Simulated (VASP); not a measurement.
# ZrC (F-43m) in VASP: a series of runs

Aim: see how the results for ZrC move with the level of theory and the settings. Levels: PBE, r2SCAN. Tasks: single point.

All numbers are computed with VASP 6.6.1; they aren't measurements. Logs are shortened: lines on timing, memory, paths and dates and some standing lists are left out, and cuts for length are marked.

### Step 1. The cell of the first run

It takes space group F-43m (No. 216, cubic). The conventional cell has a = 5.091 Å, b = 5.091 Å, c = 5.091 Å, α = 90.00°, β = 90.00°, γ = 90.00°. Zr (site symmetry -43m) has 4 C at 2.20 Å within 2.9 Å. Within 2.9 Å of C (site symmetry -43m) lie 4 Zr at 2.20 Å.

### Step 2. Single point, PBE

The input, INCAR:

```
PREC = Accurate
ENCUT = 600
EDIFF = 1E-6
ISMEAR = -1
SIGMA = 0.03
LREAL = F
LASPH = T
NELM = 120
ALGO = Normal
ISIF = 2
LWAVE = F
LCHARG = T
GGA = PE
LELF = T
LVHAR = T
NBANDS = 15
GGA_COMPAT = F
```

The input, KPOINTS:

```
Automatic mesh
0
Gamma
  5 5 5
```

The input, POSCAR:

```
ZrC
1.0
    0.0000000000      2.5455200000      2.5455200000
    2.5455200000      0.0000000000      2.5455200000
    2.5455200000      2.5455200000      0.0000000000
Zr C
1 1
Direct
    0.5000000000      0.5000000000      0.5000000000
    0.7500000000      0.7500000000      0.7500000000
```

Potentials or basis: VASP PAW PBE potentials, release 64 (Zr_sv, C).

Command:

```
cat potpaw_PBE.64/Zr_sv/POTCAR potpaw_PBE.64/C/POTCAR > POTCAR
mpirun -np 1 vasp_std > vasp.out
```

OUTCAR:

```text
PREC = Accurate
   ENCUT = 600
   EDIFF = 1E-6
   ISMEAR = -1
   LREAL = F
   LASPH = T
   NELM = 120
   ISIF = 2
   GGA = PE

 ion  position               nearest neighbor table
   1  0.500  0.500  0.500-   2 2.20   2 2.20   2 2.20   2 2.20
   2  0.750  0.750  0.750-   1 2.20   1 2.20   1 2.20   1 2.20

  LATTYP: Found a face centered cubic cell.
 ALAT       =     5.0910400000

  Lattice vectors:

 A1 = (   0.0000000000,   2.5455200000,   2.5455200000)
 A2 = (   2.5455200000,   0.0000000000,   2.5455200000)
 A3 = (   2.5455200000,   2.5455200000,   0.0000000000)

Analysis of symmetry for initial positions (statically):
=====================================================================
 Subroutine PRICEL returns:
 Original cell was already a primitive cell.

 Routine SETGRP: Setting up the symmetry group for a
 face centered cubic supercell.

 Subroutine GETGRP returns: Found 24 space group operations
 (whereof 24 operations were pure point group operations)
 out of a pool of 48 trial point group operations.

The static configuration has the point symmetry T_d .

Analysis of symmetry for dynamics (positions and initial velocities):
=====================================================================
 Subroutine PRICEL returns:
 Original cell was already a primitive cell.

 Routine SETGRP: Setting up the symmetry group for a
 face centered cubic supercell.

 Subroutine GETGRP returns: Found 24 space group operations
 (whereof 24 operations were pure point group operations)
 out of a pool of 48 trial point group operations.

The dynamic configuration has the point symmetry T_d .

 Subroutine INISYM returns: Found 24 space group operations
 (whereof 24 operations are pure point group operations),
 and found     1 'primitive' translations

----------------------------------------------------------------------------------------

                                     Primitive cell

  volume of cell :      32.9883

  direct lattice vectors                    reciprocal lattice vectors
     0.000000000  2.545520000  2.545520000    -0.196423521  0.196423521  0.196423521
     2.545520000  0.000000000  2.545520000     0.196423521 -0.196423521  0.196423521
     2.545520000  2.545520000  0.000000000     0.196423521  0.196423521 -0.196423521

  length of vectors
     3.599908907  3.599908907  3.599908907     0.340215517  0.340215517  0.340215517

  position of ions in fractional coordinates (direct lattice)
     0.500000000  0.500000000  0.500000000
     0.750000000  0.750000000  0.750000000

  ion indices of the primitive-cell ions
   primitive index   ion index
                 1           1
                 2           2

----------------------------------------------------------------------------------------

 KPOINTS: Automatic mesh

Automatic generation of k-mesh.
 Grid dimensions read from file:
 generate k-points for:    5    5    5

 Generating k-lattice:

  Cartesian coordinates                     Fractional coordinates (reciprocal lattice)
    -0.039284704  0.039284704  0.039284704     0.200000000  0.000000000  0.000000000
     0.039284704 -0.039284704  0.039284704     0.000000000  0.200000000  0.000000000
     0.039284704  0.039284704 -0.039284704     0.000000000  0.000000000  0.200000000

  Length of vectors
     0.068043103  0.068043103  0.068043103

  Shift w.r.t. Gamma in fractional coordinates (k-lattice)
     0.000000000  0.000000000  0.000000000

 Subroutine IBZKPT returns following result:
 ===========================================

 Found     10 irreducible k-points:

 Following reciprocal coordinates:
            Coordinates               Weight
  0.000000  0.000000  0.000000      1.000000
  0.200000  0.000000  0.000000      8.000000
  0.400000  0.000000  0.000000      8.000000
  0.200000  0.200000  0.000000      6.000000
  0.400000  0.200000  0.000000     24.000000
 -0.400000  0.200000  0.000000     24.000000
 -0.200000  0.200000  0.000000     12.000000
  0.400000  0.400000  0.000000      6.000000
 -0.400000  0.400000  0.000000     12.000000
 -0.400000  0.400000  0.200000     24.000000
   k-points           NKPTS =     10   k-points in BZ     NKDIM =     10   number of bands    NBANDS=     15
   number of dos      NEDOS =    301   number of ions     NIONS =      2
   total plane-waves  NPLWV =  27000
   dimension x,y,z NGX =    30 NGY =   30 NGZ =   30
   dimension x,y,z NGXF=    60 NGYF=   60 NGZF=   60
   ions per type =               1   1
   NGX,Y,Z   is equivalent  to a cutoff of  13.85, 13.85, 13.85 a.u.
   NGXF,Y,Z  is equivalent  to a cutoff of  27.71, 27.71, 27.71 a.u.
 SYSTEM =  unknown system
   PREC   = accura    normal or accurate (medium, high low for compatibility)
   ISTART =      0    job   : 0-new  1-cont  2-samecut
   ICHARG =      2    charge: 1-file 2-atom 10-const
   ISPIN  =      1    spin polarized calculation?
   LNONCOLLINEAR =      F non collinear calculations
   LSORBIT =      F    spin-orbit coupling
   LASPH  =      T    aspherical Exc in radial PAW
   ENCUT  =  600.0 eV  44.10 Ry    6.64 a.u.   7.19  7.19  7.19*2*pi/ulx,y,z
   NELM   =    120;   NELMIN=  2; NELMDL= -5     # of ELM steps
   EDIFF  = 0.1E-05   stopping-criterion for ELM
   LREAL  =      F    real-space projection
[... 7 lines left out ...]
   TEBEG  =    0.0;   TEEND  =   0.0 temperature during run
   PSTRESS=    0.0 pullay stress
   NELECT =      16.0000    total number of electrons
   NUPDOWN=      -1.0000    fix difference up-down
   EMIN   =  10.00;   EMAX   =-10.00  energy-range for DOS
   EFERMI =   0.00;   METHOD = LEGACY
   ISMEAR =    -1;   SIGMA  =   0.03  broadening in eV -4-tet -1-fermi 0-gaus
   EFERMI_NEDOS =   21; number of points for ismear=-14 and -15
   IALGO  =     38    algorithm
   IMIX   =      4    mixing-type and parameters
     AMIX     =   0.40;   BMIX     =  1.00
     AMIX_MAG =   1.60;   BMIX_MAG =  1.00
  volume/ion in A,a.u.               =      16.49       111.31
  Fermi-wavevector in a.u.,A,eV,Ry     =   1.286259  2.430676 22.510313  1.654461
  Thomas-Fermi vector in A             =   2.418344
   LORBIT       =      0    0 simple, 1 ext, 2 COOP (PROOUT), +10 PAW based schemes
   GGA     = PE    functional components
   LHFCALC =     F    Hartree Fock is set to
   AEXX    =    0.0000 exact exchange contribution
   IVDW    =     0    specifies the selected vdW correction
   LEPSILON=     F    determine dielectric tensor
   LRPA    =     F    only Hartree local field effects (RPA)
 non-spin polarized calculation
  energy-cutoff  :      600.00
  volume of cell :       32.99
 maximum number of plane-waves:      1114
 NGX is ok and might be reduce to    30
   NGX = 15   NGY = 15   NGZ = 15

 number of electron      16.0000000 magnetization

 Free energy of the ion-electron system (eV)
  ---------------------------------------------------
  ext. energy  EPLUGINS =         0.00000000
  ---------------------------------------------------
  free energy    TOTEN  =       -18.20806097 eV

  energy without entropy =      -18.20806032  energy(sigma->0) =      -18.20806065

 E-fermi :   6.6682     XC(G=0): -10.6724

 val. band max:        6.2627625854   @ k =  -0.4000   0.4000   0.0000
 cond. band min:       7.0414301184   @ k =  -0.4000   0.4000   0.0000
 fundamental gap:      0.7786675330
 Fermi energy:         6.6681503764

 k-point     1 :       0.0000    0.0000    0.0000
  band No.  band energies     occupation
      1     -41.4485      2.00000
      2     -19.3558      2.00000
      3     -19.3558      2.00000
      4     -19.3558      2.00000
      5      -3.2740      2.00000
      6       4.2859      2.00000
      7       4.2859      2.00000
      8       4.2859      2.00000
      9       9.6023      0.00000
     10       9.6023      0.00000
     11       9.9112      0.00000
     12      14.9469      0.00000
     13      14.9470      0.00000
     14      14.9470      0.00000
     15      20.7666      0.00000

 k-point     2 :       0.2000    0.0000    0.0000
  band No.  band energies     occupation
      1     -41.4354      2.00000
      2     -19.5069      2.00000
      3     -19.3766      2.00000
      4     -19.3766      2.00000
      5      -2.7991      2.00000
      6       3.8591      2.00000
      7       4.5603      2.00000
      8       4.5603      2.00000
      9       9.3511      0.00000
     10       9.3511      0.00000
     11      11.2228      0.00000
     12      14.2966      0.00000
     13      15.1910      0.00000
     14      15.1910      0.00000
     15      17.2675      0.00000

 k-point     3 :       0.4000    0.0000    0.0000
  band No.  band energies     occupation
      1     -41.4140      2.00000
      2     -19.7414      2.00000
      3     -19.4099      2.00000
      4     -19.4099      2.00000
      5      -2.1271      2.00000
      6       4.0643      2.00000
      7       4.8557      2.00000
      8       4.8557      2.00000
      9       9.9344      0.00000
     10       9.9344      0.00000
     11      10.6751      0.00000
     12      13.6916      0.00000
     13      13.6916      0.00000
     14      13.7319      0.00000
     15      16.9535      0.00000

 k-point     4 :       0.2000    0.2000    0.0000
  band No.  band energies     occupation
      1     -41.4310      2.00000
      2     -19.5055      2.00000
      3     -19.4088      2.00000
      4     -19.4088      2.00000
      5      -2.6369      2.00000
      6       3.4805      2.00000
      7       4.8573      2.00000
      8       4.8573      2.00000
      9       8.2627      0.00000
     10      10.0226      0.00000
     11      11.8919      0.00000
     12      14.6006      0.00000
     13      14.6006      0.00000
     14      14.9033      0.00000
     15      19.0822      0.00000

 k-point     5 :       0.4000    0.2000    0.0000
  band No.  band energies     occupation
      1     -41.4124      2.00000
      2     -19.6762      2.00000
      3     -19.4640      2.00000
      4     -19.4456      2.00000
      5      -2.0263      2.00000
      6       3.5126      2.00000
      7       5.1161      2.00000
      8       5.3325      2.00000
      9       8.2841      0.00000
     10      10.4358      0.00000
     11      11.1458      0.00000
     12      13.3168      0.00000
     13      14.5331      0.00000
     14      15.0701      0.00000
     15      17.4220      0.00000

 k-point     6 :      -0.4000    0.2000    0.0000
  band No.  band energies     occupation
      1     -41.4053      2.00000
      2     -19.7302      2.00000
      3     -19.5189      2.00000
      4     -19.4364      2.00000
      5      -1.8294      2.00000
      6       4.2573      2.00000
      7       4.7841      2.00000
      8       5.3245      2.00000
      9       8.7834      0.00000
     10       9.6821      0.00000
     11      10.7798      0.00000
     12      13.3315      0.00000
     13      13.6853      0.00000
     14      15.2029      0.00000
     15      18.1752      0.00000

 k-point     7 :      -0.2000    0.2000    0.0000
  band No.  band energies     occupation
      1     -41.4195      2.00000
      2     -19.6204      2.00000
      3     -19.4728      2.00000
      4     -19.3939      2.00000
      5      -2.2519      2.00000
      6       3.8196      2.00000
      7       4.7126      2.00000
      8       4.9209      2.00000
      9       8.7922      0.00000
     10      10.0926      0.00000
     11      11.1358      0.00000
     12      13.8632      0.00000
     13      14.8644      0.00000
     14      15.2385      0.00000
     15      16.8324      0.00000

 k-point     8 :       0.4000    0.4000    0.0000
  band No.  band energies     occupation
      1     -41.4027      2.00000
      2     -19.7312      2.00000
      3     -19.4935      2.00000
      4     -19.4935      2.00000
      5      -1.7328      2.00000
      6       2.9546      2.00000
      7       6.2194      2.00000
      8       6.2194      2.00000
      9       7.1653      0.00000
     10      10.8332      0.00000
     11      11.7791      0.00000
     12      12.2820      0.00000
     13      12.2820      0.00000
     14      16.7975      0.00000
     15      20.0588      0.00000

 k-point     9 :      -0.4000    0.4000    0.0000
  band No.  band energies     occupation
      1     -41.3983      2.00000
      2     -19.7263      2.00000
      3     -19.5671      2.00000
      4     -19.4879      2.00000
      5      -1.6097      2.00000
      6       3.3826      2.00000
      7       6.1957      2.00000
      8       6.2628      2.00000
      9       7.0414      0.00001
     10      10.2522      0.00000
     11      10.6202      0.00000
     12      12.6629      0.00000
     13      12.9525      0.00000
     14      18.1899      0.00000
     15      19.3245      0.00000

 k-point    10 :      -0.4000    0.4000    0.2000
  band No.  band energies     occupation
      1     -41.4010      2.00000
      2     -19.6932      2.00000
      3     -19.5704      2.00000
      4     -19.4827      2.00000
      5      -1.6754      2.00000
      6       3.8522      2.00000
      7       4.9998      2.00000
      8       6.2560      2.00000
      9       7.6232      0.00000
     10       9.6586      0.00000
     11      11.0739      0.00000
     12      12.6620      0.00000
     13      13.9670      0.00000
     14      17.2663      0.00000
     15      18.1802      0.00000

------------------------ aborting loop because EDIFF is reached ----------------------------------------

  FORCE on cell =-STRESS in cart. coord.  units (eV):
  Direction    XX          YY          ZZ          XY          YZ          ZX
  --------------------------------------------------------------------------------------
  -------------------------------------------------------------------------------------
  Total        0.1229386      0.1229386      0.1229386      0.0000000      0.0000000      0.0000000
  in kB        5.9708912      5.9708912      5.9708912      0.0000000      0.0000000      0.0000000
  external PRESSURE =       5.9708912 kB  Pullay stress =       0.0000000 kB

 VOLUME and BASIS-vectors are now :
 -----------------------------------------------------------------------------
  energy-cutoff  :      600.00
  volume of cell :       32.99
      direct lattice vectors                 reciprocal lattice vectors
     0.000000000  2.545520000  2.545520000    -0.196423521  0.196423521  0.196423521
     2.545520000  0.000000000  2.545520000     0.196423521 -0.196423521  0.196423521
     2.545520000  2.545520000  0.000000000     0.196423521  0.196423521 -0.196423521

 POSITION                                       TOTAL-FORCE (eV/Angst)
 -----------------------------------------------------------------------------------
      2.54552      2.54552      2.54552        -0.000000     -0.000000     -0.000000
      3.81828      3.81828      3.81828         0.000000      0.000000      0.000000
 -----------------------------------------------------------------------------------
    total drift:                                0.000000      0.000000      0.000000

  FREE ENERGIE OF THE ION-ELECTRON SYSTEM (eV)
  ---------------------------------------------------
  free  energy   TOTEN  =       -18.2080609704 eV

  energy  without entropy=      -18.2080603217  energy(sigma->0) =      -18.20806065
```

Wall time 9.5 s (1 thread of AMD EPYC 7R13 (Zen 3), shared host); peak memory 0.14 GiB.

What came out:

```
Free energy            : -18.2081 eV
Pressure               : 0.6 GPa
Band gap on the k mesh : 0.78 eV
```

Caveat: the k points lie up to 0.43 Å⁻¹ apart; an odd mesh through Γ misses points on the zone boundary, where band edges can lie.

(Continued in part 2 of 2.)
